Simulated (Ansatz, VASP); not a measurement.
## Two plane-wave programs on BF

```xyz
2
Lattice="2.7969 0.0000 0.0000 0.0000 2.7969 0.0000 0.0000 0.0000 2.7969" Properties=species:S:1:pos:R:3 pbc="T T T"
B     0.0000    0.0000    0.0000
F     1.3984    1.3984    1.3984
```

Change from the starting cell: species swapped into the ZrRu type (Pm-3m, No. 221).

Alike in both runs: task relaxation of cell and atoms; functional PBE; k mesh 7 × 7 × 7; occupations gaussian, width 0.2 eV; no spin polarisation.

|  | VASP | Ansatz |
| --- | --- | --- |
| version | VASP 6.6.1 | Ansatz 0.2.0 |
| potentials or method | VASP PAW PBE potentials, release 64 (B, F), cutoff 600 eV | scalar-relativistic, plane waves, PAW |
| valence electrons in the cell | 10 | 10 |

|  | VASP | Ansatz | Ansatz less VASP |
| --- | --- | --- | --- |
| gap on the k mesh at the Fermi level, each at its own relaxed structure (eV) | 1.36 | 1.36 | +0.002 |
| relaxed volume (Å³/atom) | 10.94 | 10.94 | 0.000 |
| relaxed cell length with the largest relative difference (Å) | 2.797 | 2.797 | 0.0000 |

Noted on VASP's run: the relaxation stopped at its first step, so nothing moved.
